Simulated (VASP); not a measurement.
# BiH2 (Pnnm) in VASP: single point with PBE

Aim: the single point of BiH2 with PBE.

Program: VASP 6.6.1. These are calculated values, not measurements. Logs are shortened: lines on timing, memory, paths and dates and some standing lists are left out, and cuts for length are marked.

## 1. The cell of the first run

It takes space group Pnnm (No. 58, orthorhombic). Conventional cell: a = 5.157 Å, b = 5.181 Å, c = 3.599 Å, α = 90.00°, β = 90.00°, γ = 90.00°. Within 2.9 Å of Bi (site symmetry 2/m) lie 6 H at 2.15 to 2.34 Å. H (site symmetry m) has 3 Bi at 2.15 to 2.34 Å and 9 H at 3.00 to 3.19 Å within 3.2 Å.

## 2. Single point, PBE

Input file INCAR:

```
PREC = Accurate ; ENCUT = 520
EDIFF = 1E-7 ; ISMEAR = 0
SIGMA = 0.1 ; LREAL = F
LASPH = T ; NELM = 100
ALGO = Fast ; ISIF = 2
LWAVE = F ; LCHARG = F
GGA = PE ; NBANDS = 26
```

Input file KPOINTS:

```
regular mesh
0
Gamma
  8 8 10
```

Input file POSCAR:

```
BiH2
1.0
    5.1569460898      0.0000000000      0.0000000000
    0.0000000000      5.1814838453      0.0000000000
    0.0000000000      0.0000000000      3.5991335822
Bi H
2 4
Direct
    0.0000000000      0.0000000000      0.0000000000
    0.5000000000      0.5000000000      0.5000000000
    0.2942609191      0.2951214778      0.0000000000
    0.7057390809      0.7048785222      0.0000000000
    0.7942609191      0.2048785222      0.5000000000
    0.2057390809      0.7951214778      0.5000000000
```

Potentials or basis: VASP PAW PBE potentials, release 64 (Bi_d, H).

Command:

```console
> cat potpaw_PBE.64/Bi_d/POTCAR potpaw_PBE.64/H/POTCAR > POTCAR
> mpirun -np 1 vasp_std > vasp.out
```

OUTCAR:

```text
PREC = Accurate
   ENCUT = 520
   EDIFF = 1E-7
   ISMEAR = 0
   LREAL = F
   LASPH = T
   NELM = 100
   ISIF = 2
   GGA = PE

 ion  position               nearest neighbor table
   1  0.000  0.000  0.000-   3 2.15   4 2.15   5 2.34   6 2.34   5 2.34   6 2.34
   2  0.500  0.500  0.500-   5 2.15   6 2.15   3 2.34   4 2.34   3 2.34   4 2.34
   3  0.294  0.295  0.000-   1 2.15   2 2.34   2 2.34
   4  0.706  0.705  0.000-   1 2.15   2 2.34   2 2.34
   5  0.794  0.205  0.500-   2 2.15   1 2.34   1 2.34
   6  0.206  0.795  0.500-   2 2.15   1 2.34   1 2.34

  LATTYP: Found a simple orthorhombic cell.
 ALAT       =     3.5991335822
 B/A-ratio  =     1.4328298664
 C/A-ratio  =     1.4396475504

  Lattice vectors:

 A1 = (   0.0000000000,   0.0000000000,   3.5991335822)
 A2 = (   5.1569460898,   0.0000000000,   0.0000000000)
 A3 = (   0.0000000000,   5.1814838453,   0.0000000000)

Analysis of symmetry for initial positions (statically):
=====================================================================
 Subroutine PRICEL returns:
 Original cell was already a primitive cell.

 Routine SETGRP: Setting up the symmetry group for a
 simple orthorhombic supercell.

 Subroutine GETGRP returns: Found  8 space group operations
 (whereof  4 operations were pure point group operations)
 out of a pool of  8 trial point group operations.

The static configuration has the point symmetry C_2h.
 The point group associated with its full space group is D_2h.

Analysis of symmetry for dynamics (positions and initial velocities):
=====================================================================
 Subroutine PRICEL returns:
 Original cell was already a primitive cell.

 Routine SETGRP: Setting up the symmetry group for a
 simple orthorhombic supercell.

 Subroutine GETGRP returns: Found  8 space group operations
 (whereof  4 operations were pure point group operations)
 out of a pool of  8 trial point group operations.

The dynamic configuration has the point symmetry C_2h.
 The point group associated with its full space group is D_2h.

 Subroutine INISYM returns: Found  8 space group operations
 (whereof  4 operations are pure point group operations),
 and found     1 'primitive' translations

----------------------------------------------------------------------------------------

                                     Primitive cell

  volume of cell :      96.1711

  direct lattice vectors                    reciprocal lattice vectors
     5.156946090  0.000000000  0.000000000     0.193913216  0.000000000  0.000000000
     0.000000000  5.181483845  0.000000000     0.000000000  0.192994908  0.000000000
     0.000000000  0.000000000  3.599133582     0.000000000  0.000000000  0.277844647

  length of vectors
     5.156946090  5.181483845  3.599133582     0.193913216  0.192994908  0.277844647

  position of ions in fractional coordinates (direct lattice)
     0.000000000  0.000000000  0.000000000
     0.500000000  0.500000000  0.500000000
     0.294260919  0.295121478  0.000000000
     0.705739081  0.704878522  0.000000000
     0.794260919  0.204878522  0.500000000
     0.205739081  0.795121478  0.500000000

  ion indices of the primitive-cell ions
   primitive index   ion index
                 1           1
                 2           2
                 3           3
                 4           4
                 5           5
                 6           6

----------------------------------------------------------------------------------------

 KPOINTS: regular mesh

Automatic generation of k-mesh.
 Grid dimensions read from file:
 generate k-points for:    8    8   10

 Generating k-lattice:

  Cartesian coordinates                     Fractional coordinates (reciprocal lattice)
     0.024239152  0.000000000  0.000000000     0.125000000  0.000000000  0.000000000
     0.000000000  0.024124364  0.000000000     0.000000000  0.125000000  0.000000000
     0.000000000  0.000000000  0.027784465     0.000000000  0.000000000  0.100000000

  Length of vectors
     0.024239152  0.024124364  0.027784465

  Shift w.r.t. Gamma in fractional coordinates (k-lattice)
     0.000000000  0.000000000  0.000000000

 Subroutine IBZKPT returns following result:
 ===========================================

 Found    150 irreducible k-points:

 Following reciprocal coordinates:
            Coordinates               Weight
  0.000000  0.000000  0.000000      1.000000
  0.125000  0.000000  0.000000      2.000000
  0.250000  0.000000  0.000000      2.000000
  0.375000  0.000000  0.000000      2.000000
  0.500000  0.000000  0.000000      1.000000
  0.000000  0.125000  0.000000      2.000000
[... 16 lines left out ...]
  0.250000  0.500000  0.000000      2.000000
  0.375000  0.500000  0.000000      2.000000
 [... further k-points ...]
   k-points           NKPTS =    150   k-points in BZ     NKDIM =    150   number of bands    NBANDS=     26
   number of dos      NEDOS =    301   number of ions     NIONS =      6
   total plane-waves  NPLWV =  44800
   dimension x,y,z NGX =    40 NGY =   40 NGZ =   28
   dimension x,y,z NGXF=    80 NGYF=   80 NGZF=   56
   ions per type =               2   4
   NGX,Y,Z   is equivalent  to a cutoff of  12.89, 12.83, 12.93 a.u.
   NGXF,Y,Z  is equivalent  to a cutoff of  25.79, 25.67, 25.87 a.u.
 SYSTEM =  unknown system
   PREC   = accura    normal or accurate (medium, high low for compatibility)
   ISTART =      0    job   : 0-new  1-cont  2-samecut
   ICHARG =      2    charge: 1-file 2-atom 10-const
   ISPIN  =      1    spin polarized calculation?
   LNONCOLLINEAR =      F non collinear calculations
   LSORBIT =      F    spin-orbit coupling
   LASPH  =      T    aspherical Exc in radial PAW
   ENCUT  =  520.0 eV  38.22 Ry    6.18 a.u.   9.59  9.63  6.69*2*pi/ulx,y,z
   NELM   =    100;   NELMIN=  2; NELMDL= -5     # of ELM steps
   EDIFF  = 0.1E-06   stopping-criterion for ELM
   LREAL  =      F    real-space projection
   EDIFFG = 0.1E-05   stopping-criterion for IOM
   NSW    =      0    number of steps for IOM
   IBRION =     -1    ionic relax: 0-MD 1-quasi-New 2-CG
   NFREE  =      0    steps in history (QN), initial steepest desc. (CG)
   ISIF   =      2    stress and relaxation
   ISYM   =      2    0-nonsym 1-usesym 2-fastsym
   POTIM  = 0.5000    time-step for ionic-motion
   TEBEG  =    0.0;   TEEND  =   0.0 temperature during run
   PSTRESS=    0.0 pullay stress
   NELECT =      34.0000    total number of electrons
   NUPDOWN=      -1.0000    fix difference up-down
   EMIN   =  10.00;   EMAX   =-10.00  energy-range for DOS
   EFERMI =   0.00;   METHOD = LEGACY
   ISMEAR =     0;   SIGMA  =   0.10  broadening in eV -4-tet -1-fermi 0-gaus
   EFERMI_NEDOS =   21; number of points for ismear=-14 and -15
   IALGO  =     68    algorithm
   IMIX   =      4    mixing-type and parameters
     AMIX     =   0.40;   BMIX     =  1.00
     AMIX_MAG =   1.60;   BMIX_MAG =  1.00
  volume/ion in A,a.u.               =      16.03       108.17
  Fermi-wavevector in a.u.,A,eV,Ry     =   1.157585  2.187519 18.231849  1.340003
  Thomas-Fermi vector in A             =   2.294195
   LORBIT       =      0    0 simple, 1 ext, 2 COOP (PROOUT), +10 PAW based schemes
   GGA     = PE    functional components
   LHFCALC =     F    Hartree Fock is set to
   AEXX    =    0.0000 exact exchange contribution
   IVDW    =     0    specifies the selected vdW correction
   LEPSILON=     F    determine dielectric tensor
   LRPA    =     F    only Hartree local field effects (RPA)
 non-spin polarized calculation
 RMM-DIIS sequential band-by-band and
 Gauss-broadening in eV      SIGMA  =   0.10
  energy-cutoff  :      520.00
  volume of cell :       96.17
 maximum number of plane-waves:      2612
 NGX is ok and might be reduce to    40
   NGX = 19   NGY = 19   NGZ = 13

 number of electron      33.9999977 magnetization

 Free energy of the ion-electron system (eV)
  ---------------------------------------------------
  ext. energy  EPLUGINS =         0.00000000
  ---------------------------------------------------
  free energy    TOTEN  =       -17.66509531 eV

  energy without entropy =      -17.65466229  energy(sigma->0) =      -17.65987880

 E-fermi :   4.7236     XC(G=0):  -8.9579

 val. band max:        4.7229516734   @ k =   0.5000   0.3750   0.3000
 cond. band min:       4.7255888493   @ k =   0.3750   0.5000   0.3000
 fundamental gap:      0.0026371758
 Fermi energy:         4.7235585012

 k-point     1 :       0.0000    0.0000    0.0000
  band No.  band energies     occupation
      1     -18.5966      2.00000
      2     -18.5736      2.00000
      3     -18.5105      2.00000
      4     -18.4943      2.00000
      5     -18.4941      2.00000
      6     -18.4781      2.00000
[... 18 lines left out ...]
     25      11.6602      0.00000
     26      15.0385      0.00000

 k-point     2 :       0.1250    0.0000    0.0000
  band No.  band energies     occupation
      1     -18.5955      2.00000
      2     -18.5743      2.00000
      3     -18.5082      2.00000
      4     -18.4935      2.00000
      5     -18.4933      2.00000
      6     -18.4770      2.00000
[... 18 lines left out ...]
     25      11.7469      0.00000
     26      14.7679      0.00000

 k-point     3 :       0.2500    0.0000    0.0000
  band No.  band energies     occupation
      1     -18.5925      2.00000
      2     -18.5763      2.00000
      3     -18.5014      2.00000
      4     -18.4912      2.00000
      5     -18.4911      2.00000
      6     -18.4750      2.00000
[... 18 lines left out ...]
     25      11.8418      0.00000
     26      14.5247      0.00000

 k-point     4 :       0.3750    0.0000    0.0000
  band No.  band energies     occupation
      1     -18.5883      2.00000
      2     -18.5796      2.00000
      3     -18.4909      2.00000
      4     -18.4879      2.00000
      5     -18.4878      2.00000
      6     -18.4783      2.00000
[... 18 lines left out ...]
     25      12.4546      0.00000
     26      14.4452      0.00000

 k-point     5 :       0.5000    0.0000    0.0000
  band No.  band energies     occupation
      1     -18.5837      2.00000
      2     -18.5837      2.00000
      3     -18.4855      2.00000
      4     -18.4855      2.00000
      5     -18.4807      2.00000
      6     -18.4807      2.00000
[... 18 lines left out ...]
     25      13.7597      0.00000
     26      13.7616      0.00000

 k-point     6 :       0.0000    0.1250    0.0000
  band No.  band energies     occupation
      1     -18.5955      2.00000
      2     -18.5743      2.00000
      3     -18.5081      2.00000
      4     -18.4935      2.00000
      5     -18.4933      2.00000
      6     -18.4770      2.00000
[... 427 lines left out ...]
 k-point    21 :       0.0000    0.5000    0.0000
  band No.  band energies     occupation
      1     -18.5838      2.00000
      2     -18.5838      2.00000
      3     -18.4854      2.00000
      4     -18.4854      2.00000
      5     -18.4807      2.00000
      6     -18.4807      2.00000
[... 18 lines left out ...]
     25      13.7283      0.00000
     26      13.7409      0.00000

 k-point    22 :       0.1250    0.5000    0.0000
  band No.  band energies     occupation
      1     -18.5837      2.00000
      2     -18.5837      2.00000
      3     -18.4886      2.00000
      4     -18.4886      2.00000
      5     -18.4782      2.00000
      6     -18.4782      2.00000
[... 18 lines left out ...]
     25      13.3874      0.00000
     26      13.3875      0.00000

 k-point    23 :       0.2500    0.5000    0.0000
  band No.  band energies     occupation
      1     -18.5836      2.00000
      2     -18.5836      2.00000
      3     -18.4926      2.00000
      4     -18.4926      2.00000
      5     -18.4786      2.00000
      6     -18.4786      2.00000
[... 18 lines left out ...]
     25      12.8471      0.00000
     26      12.8472      0.00000

 k-point    24 :       0.3750    0.5000    0.0000
  band No.  band energies     occupation
      1     -18.5835      2.00000
      2     -18.5835      2.00000
      3     -18.4953      2.00000
      4     -18.4953      2.00000
      5     -18.4790      2.00000
      6     -18.4790      2.00000
[... 18 lines left out ...]
     25      12.5984      0.00000
     26      12.5984      0.00000

 [... further k-points ...]

------------------------ aborting loop because EDIFF is reached ----------------------------------------

  FORCE on cell =-STRESS in cart. coord.  units (eV):
  Direction    XX          YY          ZZ          XY          YZ          ZX
  --------------------------------------------------------------------------------------
  -------------------------------------------------------------------------------------
  Total       -0.0486309     -0.0654285     -0.0776147      0.0000000      0.0000000      0.0000000
  in kB       -0.8101731     -1.0900153     -1.2930340      0.0000000      0.0000000      0.0000000
  external PRESSURE =      -1.0644074 kB  Pullay stress =       0.0000000 kB

 VOLUME and BASIS-vectors are now :
 -----------------------------------------------------------------------------
  energy-cutoff  :      520.00
  volume of cell :       96.17
      direct lattice vectors                 reciprocal lattice vectors
     5.156946090  0.000000000  0.000000000     0.193913216  0.000000000  0.000000000
     0.000000000  5.181483845  0.000000000     0.000000000  0.192994908  0.000000000
     0.000000000  0.000000000  3.599133582     0.000000000  0.000000000  0.277844647

 POSITION                                       TOTAL-FORCE (eV/Angst)
 -----------------------------------------------------------------------------------
      0.00000      0.00000      0.00000         0.000000      0.000000      0.000000
      2.57847      2.59074      1.79957         0.000000      0.000000      0.000000
      1.51749      1.52917      0.00000         0.000367      0.000426     -0.000000
      3.63946      3.65232      0.00000        -0.000367     -0.000426      0.000000
      4.09596      1.06157      1.79957         0.000367     -0.000426      0.000000
      1.06099      4.11991      1.79957        -0.000367      0.000426      0.000000
 -----------------------------------------------------------------------------------
    total drift:                                0.000000      0.000000     -0.000000

  FREE ENERGIE OF THE ION-ELECTRON SYSTEM (eV)
  ---------------------------------------------------
  free  energy   TOTEN  =       -17.6650953103 eV

  energy  without entropy=      -17.6546622939  energy(sigma->0) =      -17.65987880
```

Run time: 5.4 min. Hardware: 1 thread of Oxide Virtual Turin-like, shared host; peak memory 0.38 GiB.

What came out:

```yaml
Free_energy: -17.6651 eV
Pressure: -0.1 GPa
Band_gap_on_the_k_mesh: zero (bands 17 and 18 overlap by 3.59 eV)
```

Caveat: spin-orbit coupling is left out, which moves the levels of the heavy elements.
